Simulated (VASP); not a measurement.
Os: relaxation of cell and atoms with PBE

The system is Os.

```xyz
1
Lattice="1.5200 1.5200 1.5200 -1.5200 1.5200 1.5200 -1.5200 -1.5200 1.5200" Properties=species:S:1:pos:R:3 pbc="T T T"
Os    0.0000    0.0000    0.0000
```

- Program: VASP 6.6.1
- Task: relaxation of cell and atoms
- Functional: PBE
- Potentials or basis: VASP PAW PBE potentials, release 64 (Os)
- Cutoff: 600 eV
- k mesh: 19 × 19 × 19
- Occupations: fermi-dirac, width 0.1 eV
- Spin: no spin polarisation
- Target pressure: 20 GPa
- Dipole correction: no
- Further INCAR settings: ALGO = Normal; EDIFF = 1e-07; IBRION = 2; EDIFFG = -0.01; NSW = 80; ISIF = 3

| Item | Value |
| --- | --- |
| Relaxed volume | 14.08 Å³/atom |
| Relaxed cell | a = 2.635 Å, b = 2.635 Å, c = 2.635 Å, α = 70.53°, β = 109.47°, γ = 70.53° |
| Space group after relaxing (to 0.05 Å) | Im-3m (No. 229) |
| Energy change on relaxing (the enthalpy is what falls) | -4.2 meV/atom |
| Ionic steps | 3 |
| Pressure after relaxing | 20.0 GPa |
| Band gap on the k mesh | zero (band 4 reaches 12.00 eV, above the bottom of band 5 at 7.26 eV) |

The path:
```tsv
step	energy change (eV)	largest force (eV/Å)	pressure (GPa)	volume (Å³)
1	0.0000	0.0000	21.08	14.05
2	-0.0218	0.0000	15.02	14.24
3	-0.0042	0.0000	20.02	14.08
```

Final structure:
```
Os
1.0
     1.52119    1.52119    1.52119
    -1.52119    1.52119    1.52119
    -1.52119   -1.52119    1.52119
Os
1
Direct
  0.00000 0.00000 0.00000
```

Levels at points of the mesh, in eV from the Fermi level:
```tsv
k point	band 1	band 2	band 3	band 4	band 5	band 6	band 7	band 8
(0.00, 0.00, 0.00)	-11.20	-3.51	-3.51	-3.51	-0.10	-0.10	16.21	16.21
```

Wall time 80 s on 1 thread of AMD EPYC 7R43 64-Core Processor (Zen 3), on a shared host, peak memory 0.13 GiB.

Caveat: the cell is relaxed towards a set pressure, so the enthalpy falls and the energy may rise; spin-orbit coupling is left out, which moves the levels of the heavy elements.
